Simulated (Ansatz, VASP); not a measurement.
## BO in VASP and in Ansatz

```
B O
1.0
     1.19633    0.69070    4.64586
    -1.19633    0.69070    4.64586
     0.00000   -1.38141    4.64586
B O
1 1
Cartesian
  0.0000 0.0000 3.7113
  0.0000 0.0000 13.6015
```

Alike in both runs: task relaxation of cell and atoms; functional PBE; k mesh 24 × 24 × 24; occupations gaussian, width 0.1 eV; no spin polarisation.

|  | VASP | Ansatz |
| --- | --- | --- |
| version | VASP 6.6.1 | Ansatz 0.2.0 |
| potentials or method | VASP PAW PBE potentials, release 64 (B, O), cutoff 600 eV | scalar-relativistic, plane waves, PAW |
| valence electrons in the cell | 9 | 9 |

```csv
,VASP,Ansatz,Ansatz less VASP
"gap on the k mesh at the Fermi level, each at its own relaxed structure (eV)",none,none,-
relaxed volume (Å³/atom),11.53,11.95,+0.413
relaxed length of the cell vector where the two differ most in proportion (Å),4.845,5.017,+0.1721
```

A gap of «none» marks a metal or a gap that the smearing closes.
